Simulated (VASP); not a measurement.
Set up this calculation in VASP 6.6.1, as the native input.

```
Task                   : single point
Functional             : PBEsol
Potentials or basis    : VASP PAW PBE potentials, release 64 (Li_sv, Cu, Cl)
Cutoff                 : 520 eV
k mesh                 : 4 × 4 × 4
Occupations            : fermi-dirac, width 0.03 eV
Spin                   : no spin polarisation
Dipole correction      : no
Further INCAR settings : ALGO = Normal; EDIFF = 1e-06; NBANDS = 32
```

The structure of LiCu2Cl3 lies in POSCAR:

```
LiCu2Cl3
1.0
    2.3842052171     -6.7915488393      0.0000000000
    2.3842052171      6.7915488393      0.0000000000
    0.0000000000      0.0000000000      3.5828906287
Li Cu Cl
1 2 3
Direct
    0.5000000000      0.5000000000      0.0000000000
    0.0000000000      0.5000000000      0.5000000000
    0.5000000000      0.0000000000      0.5000000000
    0.3277825522      0.6722174478      0.0000000000
    0.6722174478      0.3277825522      0.0000000000
    0.0000000000      0.0000000000      0.5000000000
```

These files were run (other wordings do the same):

INCAR

```
SYSTEM = LiCu2Cl3
ALGO = Normal ; EDIFF = 1E-6
ENCUT = 520 ; GGA = PS
ISIF = 2 ; ISMEAR = -1
LASPH = .True. ; LCHARG = .True.
LELF = .True. ; LREAL = .False.
LVHAR = .True. ; LWAVE = .False.
NBANDS = 32 ; NELM = 80
PREC = Accurate ; SIGMA = 0.03
```

KPOINTS

```
k-points
0
Gamma
  4 4 4
  0 0 0
```

Potentials or basis: VASP PAW PBE potentials, release 64 (Li_sv, Cu, Cl).

Command:

```bash
$ cat potpaw_PBE.64/Li_sv/POTCAR potpaw_PBE.64/Cu/POTCAR potpaw_PBE.64/Cl/POTCAR > POTCAR
$ mpirun -np 1 vasp_std > vasp.out
```

Results of the run:

The largest force is 0.019 eV/Å and the band gap on the k mesh is 0.98 eV (least direct gap 1.00 eV).

Caveat: the k points lie up to 0.44 Å⁻¹ apart; the PAW data sets were made with another functional, which shifts forces and pressure a little.

It took 54 s on 1 thread of Intel(R) Xeon(R) 6975P-C (Granite Rapids) (shared host), peak memory 0.29 GiB.
